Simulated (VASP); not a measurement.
Crystal: BaTiO3.

```
Ba Ti O
1.0
     2.82737    1.63238    2.31839
    -2.82737    1.63238    2.31839
     0.00000   -3.26476    2.31839
Ba Ti O
1 1 3
Cartesian
  0.0000 0.0000 0.0000
  0.0000 0.0000 3.3698
  1.3885 -0.8017 2.3988
  -1.3885 -0.8017 2.3988
  0.0000 1.6033 2.3988
```

```yaml
Program: VASP 6.6.1
Task: relaxation of cell and atoms
Functional: PBEsol
Potentials_or_basis: VASP PAW PBE potentials, release 64 (Ba_sv, Ti_sv, O)
Cutoff: 600 eV
k_mesh: 7 × 7 × 7
Occupations: fermi-dirac, width 0.05 eV
Spin: no spin polarisation
Hubbard_terms: Ti d U = 2.0 eV
```

At the start: pressure 2.3 GPa; volume 12.84 Å³/atom.

**Question.** Where does the relaxation end?

**Answer.** Over 12 steps the energy falls by 6.7 meV/atom and the volume is 12.77 Å³/atom (-0.5 %); space group R3m (No. 160, to 0.1 Å) before, Pm-3m (No. 221, to 0.1 Å).

Step by step:
```
step  energy change (eV)  largest force (eV/Å)  pressure (GPa)  volume (Å³)
   1              0.0000                0.6597            2.27        64.20
   2             -0.0084                0.0972           -3.73        65.90
   3             -0.0180                0.2680           -1.29        65.16
   4             -0.0267                0.1764           -0.42        64.57
   5             -0.0294                0.1031            0.58        63.99
   6             -0.0313                0.0994           -0.28        64.19
   7             -0.0313                0.1022           -0.46        64.23
   8             -0.0329                0.0778           -0.02        64.00
   9             -0.0332                0.0600            0.30        63.83
  10             -0.0336                0.0209           -0.18        63.97
  11             -0.0336                0.0210           -0.13        63.95
  12             -0.0337                0.0082            0.05        63.87
```

Final structure:
```
CELL_PARAMETERS angstrom
2.82626 1.63174 2.30822
-2.82626 1.63174 2.30822
0.00000 -3.26348 2.30822
ATOMIC_POSITIONS crystal
Ba 0.00210 0.00210 0.00210
Ti 0.49806 0.49806 0.49806
O 0.50562 0.00781 0.50562
O 0.00781 0.50562 0.50562
O 0.50562 0.50562 0.00781
```

Caveat: the PAW data sets were made with another functional, which shifts forces and pressure a little.
